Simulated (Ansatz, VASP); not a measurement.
# Two plane-wave programs on Ir

```
Ir
1.0
    -1.60355    1.60355    1.60355
     1.60355   -1.60355    1.60355
     1.60355    1.60355   -1.60355
Ir
1
Cartesian
  0.0000 0.0000 0.0000
```

Alike in both runs: task single point; functional r2SCAN; k mesh 16 × 16 × 16; occupations fermi-dirac, width 0.1 eV; no spin polarisation.

|  | VASP | Ansatz |
| --- | --- | --- |
| version | VASP 6.6.1 | Ansatz 0.2.0 |
| potentials or method | VASP PAW PBE potentials, release 64 (Ir), cutoff 520 eV | plane waves (500 eV) with PAW, scalar-relativistic |
| valence electrons in the cell | 9 | 17 |

|  | VASP | Ansatz | Ansatz less VASP |
| --- | --- | --- | --- |
| pressure (GPa) | -26.8 | -28.1 | -1.26 |

VASP's potentials were made for PBE, not for r2SCAN. With one functional, cell and mesh, what is left measures potentials, basis and numerics. VASP's potentials hold 9 valence electrons a cell and Ansatz's 17, so a difference there can come from the potentials and not from the codes.

Neither program's run includes spin-orbit coupling.
